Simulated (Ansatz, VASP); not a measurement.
# ZnS in VASP and in Ansatz

POSCAR

```
ZnS
1.0
    0.0000000000      2.7549938462      2.7549938462
    2.7549938462      0.0000000000      2.7549938462
    2.7549938462      2.7549938462      0.0000000000
Zn S
1 1
Direct
    0.7500000000      0.7500000000      0.7500000000
    0.0000000000      0.0000000000      0.0000000000
```

INCAR.step1

```
SYSTEM = ZnS
ALGO = Normal ; EDIFF = 1E-5
ENCUT = 520 ; GGA = PE
ISIF = 2 ; ISMEAR = -1
LASPH = .True. ; LREAL = .False.
LWAVE = .True. ; NBANDS = 16
NELM = 60 ; PREC = Accurate
SIGMA = 0.05
```

Contents of INCAR.step2:

```
SYSTEM = ZnS
AEXX = 0.25 ; ALGO = Normal
EDIFF = 1E-6 ; ENCUT = 520
GGA = PE ; HFSCREEN = 0.3
ISIF = 2 ; ISMEAR = -1
ISTART = 1 ; LASPH = .True.
LCHARG = .True. ; LELF = .True.
LHFCALC = .True. ; LREAL = .False.
LVHAR = .True. ; LWAVE = .False.
NBANDS = 16 ; NELM = 60
PREC = Accurate ; PRECFOCK = Normal
SIGMA = 0.05
```

Contents of KPOINTS:

```
k-points
0
Gamma
  5 5 5
  0 0 0
```

input.yaml

```yaml
crystal:
  lattice:
    - [0.0, 2.7549938462, 2.7549938462]
    - [2.7549938462, 0.0, 2.7549938462]
    - [2.7549938462, 2.7549938462, 0.0]
  atoms:
    - { symbol: Zn, position: [0.75, 0.75, 0.75] }
    - { symbol: S, position: [0.0, 0.0, 0.0] }
hamiltonian:
  xc: { exchange: pbe, correlation: pbe, exx: { coeff: 0.25, omega: 0.3 } }
  pseudopotentials: { kind: paw }
kpoints:
  mp_grid: { grid: [5, 5, 5] }
scf:
  occupations: { method: fermi_dirac, width: 0.05 }
output:
  forces: true
  stress: true
  eigenvalues: true
  write_density: true
  write_potential: true
  elf: true
  volumetric_format: npy
```

Alike in both runs: task single point; functional PBE-based screened hybrid; k mesh 5 × 5 × 5; occupations fermi-dirac, width 0.05 eV; no spin polarisation.

```csv
,VASP,Ansatz
version,VASP 6.6.1,Ansatz 0.2.0
potentials or method,"VASP PAW PBE potentials, release 64 (Zn, S)",Ansatz PAW
plane-wave cutoff (eV),520,420
valence electrons in the cell,18,18
```

Ansatz gave:

| Quantity | Value |
| --- | --- |
| gap on the k mesh at the Fermi level (eV) | 2.86 |
| least direct gap on the mesh (eV) | 2.86 |
| pressure (GPa) | -2.9 |

Question: Which values does VASP return?

Answer: gap on the k mesh at the Fermi level (eV): 2.85; least direct gap on the mesh (eV): 2.85; pressure (GPa): -3.0.

VASP's potentials were made for PBE, not for PBE-based screened hybrid. The functional is the same, so the differences come from potentials, cutoffs and numerics.

Noted on Ansatz's run: odd divisions of the mesh miss points on the zone boundary, where band edges often lie, so the gap on the mesh can be too wide.
